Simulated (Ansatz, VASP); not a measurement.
GaN: VASP beside Ansatz

The input INCAR:

```
SYSTEM = GaN
PREC = Accurate ; ENCUT = 520
EDIFF = 1E-7 ; ISMEAR = 0
SIGMA = 0.05 ; LREAL = .False.
LASPH = .True. ; NELM = 60
ALGO = Normal ; ISIF = 2
LWAVE = .False. ; LCHARG = .False.
GGA = PE ; NBANDS = 26
```

File KPOINTS:

```
Automatic mesh
0
Gamma
  12 12 6
  0 0 0
```

POSCAR

```
GaN
1.0
    3.1799996605      0.0000000000      0.0000000000
   -1.5899998303      2.8503491071      0.0000000000
    0.0000000000      0.0000000000      5.1660000000
Ga N
2 2
Direct
    0.3333333333      0.6666666667      0.0000000000
    0.6666666667      0.3333333333      0.5000000000
    0.3333333333      0.6666666667      0.3750000000
    0.6666666667      0.3333333333      0.8750000000
```

Input for Ansatz:

```yaml
crystal:
  lattice:
    - [3.1799996605, 0.0, 0.0]
    - [-1.5899998303, 2.8503491071, 0.0]
    - [0.0, 0.0, 5.166]
  atoms:
    - { symbol: Ga, position: [0.3333333333, 0.6666666667, 0.0] }
    - { symbol: Ga, position: [0.6666666667, 0.3333333333, 0.5] }
    - { symbol: "N", position: [0.3333333333, 0.6666666667, 0.375] }
    - { symbol: "N", position: [0.6666666667, 0.3333333333, 0.875] }
basis:
  ecutwfc: 420
kpoints:
  mp_grid: { grid: [12, 12, 6] }
hamiltonian:
  xc: pbe
scf:
  occupations: { method: gaussian, width: 0.05 }
output:
  forces: true
  stress: true
  eigenvalues: true
```

Change from the starting cell: strain +0.0350 x Voigt [0, 1, 0, 0, 0, 0], atoms carried along.

Alike in both runs: task single point; functional PBE; k mesh 12 × 12 × 6; occupations gaussian, width 0.05 eV; no spin polarisation.

|  | VASP | Ansatz |
| --- | --- | --- |
| version | VASP 6.6.1 | Ansatz 0.2.0 |
| potentials or method | VASP PAW PBE potentials, release 64 (Ga_d, N), cutoff 520 eV | scalar-relativistic, plane waves, PAW |
| valence electrons in the cell | 36 | 36 |

```tsv
	VASP	Ansatz	Ansatz less VASP
gap on the k mesh at the Fermi level (eV)	1.69	1.68	-0.005
least direct gap on the mesh (eV)	1.69	1.68	-0.005
pressure (GPa)	1.2	1.1	-0.10
traceless stress, the component that is largest in VASP (GPa)	-7.42	-7.44	-0.013
rms of the force components (eV/Å)	0.212	0.216	+0.0036
```

Atom by atom the forces differ by 0.004 eV/Å (rms over components). The functional is the same, so the differences come from potentials, cutoffs and numerics.
